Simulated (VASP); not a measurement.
Wanted: the native input for a VASP 6.6.1 run.

```
Task                   : single point
Functional             : PBE
Potentials or basis    : VASP PAW PBE potentials, release 64 (Cs_sv)
Cutoff                 : 520 eV
k mesh                 : 6 × 6 × 2
Occupations            : fermi-dirac, width 0.05 eV
Spin                   : no spin polarisation
Dipole correction      : no
Further INCAR settings : ALGO = Fast; EDIFF = 1e-07; NBANDS = 26
```

The structure of Cs lies in POSCAR:

```
Cs
1.0
    5.5659085693      0.0000000000      0.0000000000
   -2.7829542847      4.8202182162      0.0000000000
    0.0000000000      0.0000000000     18.5215751700
Cs
4
Direct
    0.6682440000      0.3376050000      0.7482690000
   -0.0014620000     -0.0074680000      0.4984740000
    0.3287150000      0.6707840000      0.2477400000
   -0.0125640000      0.0065380000     -0.0005240000
```

This cell differs from its parent crystal: atoms moved at random.

The input as run:

INCAR

```
  PREC = Accurate
  ENCUT = 520
  EDIFF = 1E-7
  ISMEAR = -1
  SIGMA = 0.05
  LREAL = F
  LASPH = T
  NELM = 60
  ALGO = Fast
  ISIF = 2
  LWAVE = F
  LCHARG = F
  GGA = PE
  NBANDS = 26
```

KPOINTS

```
regular mesh
0
Gamma
  6 6 2
```

Potentials or basis: VASP PAW PBE potentials, release 64 (Cs_sv).

Launch:

```sh
$ cat potpaw_PBE.64/Cs_sv/POTCAR > POTCAR
$ mpirun -np 1 vasp_std > vasp.out
```

Results of the run:

The pressure is -0.1 GPa. The largest force is 0.007 eV/Å. The band gap on the k mesh is zero (bands 18 and 19 overlap by 1.71 eV).

Caveat: the cell differs from its parent crystal (atoms moved at random); spin-orbit coupling is left out, which moves the levels of the heavy elements.

It took 18 min on 1 thread of AMD EPYC 7R43 64-Core Processor (Zen 3), on a shared host, peak memory 0.73 GiB.
